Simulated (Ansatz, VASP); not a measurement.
# Si3B in VASP and in Ansatz

INCAR

```
SYSTEM = Si3B
ALGO = Normal
EDIFF = 1E-7
EDIFFG = -0.01
ENCUT = 600
GGA = PE
IBRION = 2
ISIF = 3
ISMEAR = 0
LASPH = .True.
LCHARG = .False.
LREAL = .False.
LWAVE = .False.
NELM = 60
NSW = 100
PREC = Accurate
SIGMA = 0.1
```

File KPOINTS:

```
k-points
0
Gamma
  12 12 12
  0 0 0
```

File POSCAR:

```
Si3B
1.0
    3.6755098338      0.0000000000      0.0000000000
    0.0000000000      3.6755098338      0.0000000000
    0.0000000000      0.0000000000      3.6755098338
Si B
3 1
Direct
    0.5000000000      0.0000000000      0.0000000000
    0.0000000000      0.5000000000      0.0000000000
    0.0000000000      0.0000000000      0.5000000000
    0.5000000000      0.5000000000      0.5000000000
```

Input for Ansatz:

```yaml
crystal:
  lattice:
    - [3.6755098338, 0.0, 0.0]
    - [0.0, 3.6755098338, 0.0]
    - [0.0, 0.0, 3.6755098338]
  atoms:
    - { symbol: Si, position: [0.5, 0.0, 0.0] }
    - { symbol: Si, position: [0.0, 0.5, 0.0] }
    - { symbol: Si, position: [0.0, 0.0, 0.5] }
    - { symbol: B, position: [0.5, 0.5, 0.5] }
basis:
  ecutwfc: 420
kpoints:
  mp_grid: { grid: [12, 12, 12] }
hamiltonian:
  xc: pbe
scf:
  occupations: { method: gaussian, width: 0.1 }
output:
  forces: true
  stress: true
  eigenvalues: true
relax:
  adjacent_minimum: "off"
  f_tol: 0.01
  max_steps: 80
  cell: { stress_tol: 0.05 }
```

Alike in both runs: task relaxation of cell and atoms; functional PBE; k mesh 12 × 12 × 12; occupations gaussian, width 0.1 eV; no spin polarisation.

```csv
,VASP,Ansatz
version,VASP 6.6.1,Ansatz 0.2.0
potentials or method,"VASP PAW PBE potentials, release 64 (Si, B), cutoff 600 eV","scalar-relativistic, plane waves, PAW"
valence electrons in the cell,15,15
```

|  | VASP | Ansatz | Ansatz less VASP |
| --- | --- | --- | --- |
| gap on the k mesh at the Fermi level, each at its own relaxed structure (eV) | none | none | - |
| relaxed volume (Å³/atom) | 12.24 | 12.26 | +0.020 |
| relaxed cell length with the largest relative difference (Å) | 3.658 | 3.660 | +0.0020 |

A gap of «none» marks a metal or a gap that the smearing closes.
